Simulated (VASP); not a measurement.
A run of VASP 6.6.1 is set up as follows.

File INCAR:

```
PREC = Accurate
ENCUT = 500
EDIFF = 1E-6
ISMEAR = 0
SIGMA = 0.2
LREAL = F
LASPH = T
NELM = 120
ALGO = Normal
ISIF = 2
LWAVE = F
LCHARG = F
GGA = PE
NBANDS = 32
GGA_COMPAT = F
```

KPOINTS

```
regular mesh
0
Gamma
  4 4 4
```

POSCAR

```
Ta4H3
1.0
    4.2986719700      0.0000000000      0.0000000000
    0.0000000000      4.2986719700      0.0000000000
    0.0000000000      0.0000000000      4.2986719700
Ta H
4 3
Direct
    0.0000000000      0.0000000000      0.0000000000
    0.5000000000      0.0000000000      0.5000000000
    0.5000000000      0.5000000000      0.0000000000
    0.0000000000      0.5000000000      0.5000000000
    0.5000000000      0.0000000000      0.0000000000
    0.0000000000      0.5000000000      0.0000000000
    0.0000000000      0.0000000000      0.5000000000
```

Potentials or basis: VASP PAW PBE potentials, release 64 (Ta_pv, H).

Run with:

```console
$ cat potpaw_PBE.64/Ta_pv/POTCAR potpaw_PBE.64/H/POTCAR > POTCAR
$ mpirun -np 1 vasp_std > vasp.out
```

Task: Predict the band gap on the k mesh.

Result: Zero (an odd number of electrons rules out a gap without spin polarisation).

Task: Predict the pressure.

Result: -0.2 GPa.

Caveat: the k points lie up to 0.37 Å⁻¹ apart, too coarse for converged energies and pressures of a metal; the cell differs from its parent crystal (atoms taken out); spin-orbit coupling is left out, which moves the levels of the heavy elements; an odd number of electrons without spin polarisation forces a metal; a magnetic or distorted state may lie lower.
